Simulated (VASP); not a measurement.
# ZnO (P6_3mc) in VASP: notebook, part 2 of 2

VASP 6.6.1. The steps go on from the part before.

## 4. Single point, PBEsol

This run uses another cell than the first one, of 11.28 Å³/atom.

The input, INCAR:

```
SYSTEM = ZnO
PREC = Accurate
ENCUT = 910
EDIFF = 1E-6
ISMEAR = 0
SIGMA = 0.02
LREAL = .FALSE.
LASPH = .TRUE.
NELM = 120
ALGO = Normal
ISIF = 2
LWAVE = .FALSE.
LCHARG = .FALSE.
GGA = PS
NBANDS = 26
GGA_COMPAT = .FALSE.
```

The input, KPOINTS:

```
Automatic mesh
0
G
  9 9 6
  0 0 0
```

The input, POSCAR:

```
ZnO
1.0
    3.1012960820      0.0000000000      0.0000000000
   -1.5506480410      2.6858011917      0.0000000000
    0.0000000000      0.0000000000      5.4154873626
Zn O
2 2
Direct
    0.6666666667      0.3333333333      0.5107779532
    0.3333333333      0.6666666667      0.0107779532
    0.6666666667      0.3333333333      0.8695320468
    0.3333333333      0.6666666667      0.3695320468
```

Potentials or basis: VASP PAW PBE potentials, release 64 (Zn, O_h).

Run with:

```bash
> cat potpaw_PBE.64/Zn/POTCAR potpaw_PBE.64/O_h/POTCAR > POTCAR
> mpirun -np 1 vasp_std > vasp.out
```

OUTCAR:

```text
SYSTEM = ZnO
   PREC = Accurate
   ENCUT = 910
   EDIFF = 1E-6
   ISMEAR = 0
   LREAL = .FALSE.
   LASPH = .TRUE.
   NELM = 120
   ISIF = 2
   GGA = PS

 ion  position               nearest neighbor table
   1  0.667  0.333  0.511-   3 1.94   4 1.95   4 1.95   4 1.95
   2  0.333  0.667  0.011-   4 1.94   3 1.95   3 1.95   3 1.95
   3  0.667  0.333  0.870-   1 1.94   2 1.95   2 1.95   2 1.95
   4  0.333  0.667  0.370-   2 1.94   1 1.95   1 1.95   1 1.95

  LATTYP: Found a hexagonal cell.
 ALAT       =     3.1012960820
 C/A-ratio  =     1.7462013363

  Lattice vectors:

 A1 = (   3.1012960820,   0.0000000000,   0.0000000000)
 A2 = (  -1.5506480410,   2.6858011917,   0.0000000000)
 A3 = (   0.0000000000,   0.0000000000,   5.4154873626)

Analysis of symmetry for initial positions (statically):
=====================================================================
 Subroutine PRICEL returns:
 Original cell was already a primitive cell.

 Routine SETGRP: Setting up the symmetry group for a
 hexagonal supercell.

 Subroutine GETGRP returns: Found 12 space group operations
 (whereof  6 operations were pure point group operations)
 out of a pool of 24 trial point group operations.

The static configuration has the point symmetry C_3v.
 The point group associated with its full space group is C_6v.

Analysis of symmetry for dynamics (positions and initial velocities):
=====================================================================
 Subroutine PRICEL returns:
 Original cell was already a primitive cell.

 Routine SETGRP: Setting up the symmetry group for a
 hexagonal supercell.

 Subroutine GETGRP returns: Found 12 space group operations
 (whereof  6 operations were pure point group operations)
 out of a pool of 24 trial point group operations.
[... 121 lines left out ...]
   ISMEAR =     0;   SIGMA  =   0.02  broadening in eV -4-tet -1-fermi 0-gaus
   EFERMI_NEDOS =   21; number of points for ismear=-14 and -15
   IALGO  =     38    algorithm
   IMIX   =      4    mixing-type and parameters
     AMIX     =   0.40;   BMIX     =  1.00
     AMIX_MAG =   1.60;   BMIX_MAG =  1.00
  volume/ion in A,a.u.               =      11.28        76.10
  Fermi-wavevector in a.u.,A,eV,Ry     =   1.518533  2.869611 31.374235  2.305941
  Thomas-Fermi vector in A             =   2.627641
   LORBIT       =      0    0 simple, 1 ext, 2 COOP (PROOUT), +10 PAW based schemes
   GGA     = PS    functional components
   LHFCALC =     F    Hartree Fock is set to
   AEXX    =    0.0000 exact exchange contribution
   IVDW    =     0    specifies the selected vdW correction
   LEPSILON=     F    determine dielectric tensor
   LRPA    =     F    only Hartree local field effects (RPA)
 non-spin polarized calculation
 Gauss-broadening in eV      SIGMA  =   0.02
  energy-cutoff  :      910.00
  volume of cell :       45.11
 maximum number of plane-waves:      2853
 NGX is ok and might be reduce to    32
   NGX = 15   NGY = 15   NGZ = 27

 number of electron      36.0000006 magnetization

 Free energy of the ion-electron system (eV)
  ---------------------------------------------------
  ext. energy  EPLUGINS =         0.00000000
  ---------------------------------------------------
  free energy    TOTEN  =       -19.30596995 eV

  energy without entropy =      -19.30596995  energy(sigma->0) =      -19.30596995

 E-fermi :   2.0898     XC(G=0): -11.4970

 val. band max:        1.9197313790   @ k =   0.0000   0.0000   0.0000
 cond. band min:       2.5407493533   @ k =   0.0000   0.0000   0.0000
 fundamental gap:      0.6210179743
 Fermi energy:         2.0898117933

 k-point     1 :       0.0000    0.0000    0.0000
  band No.  band energies     occupation
      1     -16.5789      2.00000
      2     -15.8564      2.00000
      3      -4.5874      2.00000
      4      -4.3023      2.00000
      5      -4.0166      2.00000
      6      -4.0166      2.00000
[... 685 lines left out ...]
     25      15.4981      0.00000
     26      16.6924      0.00000

 [... further k-points ...]

------------------------ aborting loop because EDIFF is reached ----------------------------------------

  FORCE on cell =-STRESS in cart. coord.  units (eV):
  Direction    XX          YY          ZZ          XY          YZ          ZX
  --------------------------------------------------------------------------------------
  -------------------------------------------------------------------------------------
  Total        2.7535762      2.7535762      0.2483185      0.0000000      0.0000000      0.0000000
  in kB       97.8031938     97.8031938      8.8199271      0.0000000      0.0000000      0.0000000
  external PRESSURE =      68.1421049 kB  Pullay stress =       0.0000000 kB

 VOLUME and BASIS-vectors are now :
 -----------------------------------------------------------------------------
  energy-cutoff  :      910.00
  volume of cell :       45.11
      direct lattice vectors                 reciprocal lattice vectors
     3.101296082  0.000000000  0.000000000     0.322445833  0.186164189  0.000000000
    -1.550648041  2.685801192  0.000000000     0.000000000  0.372328378  0.000000000
     0.000000000  0.000000000  5.415487363     0.000000000  0.000000000  0.184655587

 POSITION                                       TOTAL-FORCE (eV/Angst)
 -----------------------------------------------------------------------------------
      1.55065      0.89527      2.76611         0.000000     -0.000000      0.015328
     -0.00000      1.79053      0.05837         0.000000      0.000000      0.015328
      1.55065      0.89527      4.70894         0.000000     -0.000000     -0.015328
     -0.00000      1.79053      2.00120        -0.000000      0.000000     -0.015328
 -----------------------------------------------------------------------------------
    total drift:                               -0.000000      0.000000      0.000895

  FREE ENERGIE OF THE ION-ELECTRON SYSTEM (eV)
  ---------------------------------------------------
  free  energy   TOTEN  =       -19.3059699540 eV

  energy  without entropy=      -19.3059699540  energy(sigma->0) =      -19.30596995
```

stdout:

```text
POSCAR found type information on POSCAR ZnO
 POSCAR found :  2 types and       4 ions
 scaLAPACK will be used
 -----------------------------------------------------------------------------
|                                                                             |
|                                                                             |
|     You enforced a specific xc type in the INCAR file but a different       |
|     I HOPE YOU KNOW WHAT YOU ARE DOING!                                     |
|                                                                             |
 -----------------------------------------------------------------------------

 LDA part: xc-table for (Slater+PW92), standard interpolation
 POSCAR, INCAR and KPOINTS ok, starting setup
 FFT: planning ... GRIDC
 FFT: planning ... GRID_SOFT
 FFT: planning ... GRID
 WAVECAR not read
 entering main loop
```

Wall time 99 s (1 thread of Intel Xeon Platinum 8259CL at 2.50GHz (Skylake/Cascade Lake), shared host); peak memory 0.28 GiB.

What came out:

- Free energy: -19.3060 eV
- Pressure: 6.8 GPa
- Largest force: 0.015 eV/Å
- Band gap on the k mesh: 0.62 eV

Forces on the atoms (eV/Å):
```
Zn   0.000  0.000  0.015
Zn   0.000  0.000  0.015
O    0.000  0.000 -0.015
O    0.000  0.000 -0.015
```

Levels at points of the mesh, in eV from the valence-band top:
```tsv
k point	band 14	band 15	band 16	band 17	band 18	band 19	band 20	band 21	band 22	band 23
(0.00, 0.00, 0.00)	-0.85	-0.85	-0.24	0.00	0.00	0.62	5.66	7.59	12.79	13.86
(0.00, 0.00, 0.50)	-2.61	-0.42	-0.42	-0.42	-0.42	3.36	3.36	9.75	9.75	14.18
```

Caveat: the cutoff is under 1.25 times the usual one of these potentials, so pressure, stress and relaxed cells hold a basis-set (Pulay) error; the cell stands under pressure; the PAW data sets were made with another functional, which shifts forces and pressure a little.

## 5. Single point, PBEsol (uniaxial strain along c: +2.0 %)

The input, INCAR:

```
PREC     = Accurate       # precision mode
ENCUT    = 520            # plane-wave cutoff, eV
EDIFF    = 1E-7           # SCF threshold, eV
ISMEAR   = 0              # smearing method
SIGMA    = 0.02           # smearing width, eV
LREAL    = False          # projectors in reciprocal space
LASPH    = True           # aspherical terms in the spheres
NELM     = 80             # most SCF steps
ALGO     = Normal         # electronic algorithm
ISIF     = 2              # what is computed and relaxed
LWAVE    = False          # write WAVECAR
LCHARG   = False          # write CHGCAR
GGA      = PS             # functional
NBANDS   = 26             # bands
```

The input, KPOINTS:

```
regular mesh
0
Gamma
  12 12 6
```

The input, POSCAR:

```
ZnO
1.0
    3.2143212413      0.0000000000      0.0000000000
   -1.6071606206      2.7836838509      0.0000000000
    0.0000000000      0.0000000000      5.3183571232
Zn O
2 2
Direct
    0.6666666667      0.3333333333      0.5006434762
    0.3333333333      0.6666666667      0.0006434762
    0.6666666667      0.3333333333      0.8796665238
    0.3333333333      0.6666666667      0.3796665238
```

Potentials or basis: VASP PAW PBE potentials, release 64 (Zn, O).

Run with:

```bash
> cat potpaw_PBE.64/Zn/POTCAR potpaw_PBE.64/O/POTCAR > POTCAR
> mpirun -np 1 vasp_std > vasp.out
```

Run time: 36 s. Hardware: 1 thread of Intel Xeon Platinum 8559C (Emerald Rapids), shared host; peak memory 0.2 GiB.

The run converged. Its results:

| Item | Value |
| --- | --- |
| Free energy | -19.3984 eV |
| Pressure | -0.3 GPa |
| Largest force | 0.199 eV/Å |
| Band gap on the k mesh | 0.64 eV |

Forces on the atoms (eV/Å):
```
Zn   0.000  0.000  0.199
Zn   0.000  0.000  0.199
O    0.000  0.000 -0.199
O    0.000  0.000 -0.199
```

Stress tensor (GPa, compression positive):
```
 1.52  0.00  0.00
 0.00  1.52  0.00
 0.00  0.00 -3.95
```

Levels at points of the mesh, in eV from the valence-band top:
```csv
k point,band 16,band 17,band 18,band 19,band 20,band 21
"(0.00, 0.00, 0.00)",-0.16,0.00,0.00,0.64,5.17,7.82
"(0.50, 0.00, 0.00)",-2.22,-1.36,-0.88,5.69,6.72,7.24
"(0.00, 0.00, 0.50)",-0.37,-0.37,-0.37,3.31,3.31,9.72
"(0.50, 0.00, 0.50)",-1.52,-1.49,-1.49,5.50,5.50,8.35
```

Caveat: the cell differs from its parent crystal (uniaxial strain along c: +2.0 %); the PAW data sets were made with another functional, which shifts forces and pressure a little.

## 6. Summary

| potentials or basis | cell | k mesh | cutoff (eV) | gap on the mesh (eV) | pressure (GPa) | largest force (eV/Å) |
| --- | --- | --- | --- | --- | --- | --- |
| VASP PAW PBE potentials, release 64 (Zn, O_h) | a = 3.230, b = 3.230, c = 5.110 Å, angles 90.0, 90.0, 120.0°, 4 atoms, atomic positions A | 12 × 12 × 6 | 910 | 0.74 | 3.7 | - |
| VASP PAW PBE potentials, release 64 (Zn, O_h) | a = 3.230, b = 3.230, c = 4.901 Å, angles 90.0, 90.0, 120.0°, 4 atoms, atomic positions B | 12 × 12 × 6 | 910 | 0.85 | 10.6 | 0.01 |
| VASP PAW PBE potentials, release 64 (Zn, O_h) | a = 3.101, b = 3.101, c = 5.415 Å, angles 90.0, 90.0, 120.0°, 4 atoms, atomic positions C | 9 × 9 × 6 | 910 | 0.62 | 6.8 | 0.02 |
| VASP PAW PBE potentials, release 64 (Zn, O) | a = 3.214, b = 3.214, c = 5.318 Å, angles 90.0, 90.0, 120.0°, 4 atoms, atomic positions D | 12 × 12 × 6 | 520 | 0.64 | -0.3 | 0.20 |

Alike in all rows: task single point; level PBEsol; no spin polarisation; smearing gaussian 0.02 eV.

Caveats: the PAW data sets were made with another functional, which shifts forces and pressure a little; the cutoff is under 1.25 times the usual one of these potentials, so pressure, stress and relaxed cells hold a basis-set (Pulay) error (at least some runs); the cell stands under pressure (at least some runs).

Total energies depend on the potentials used, so only differences within one code and one set of settings carry meaning.
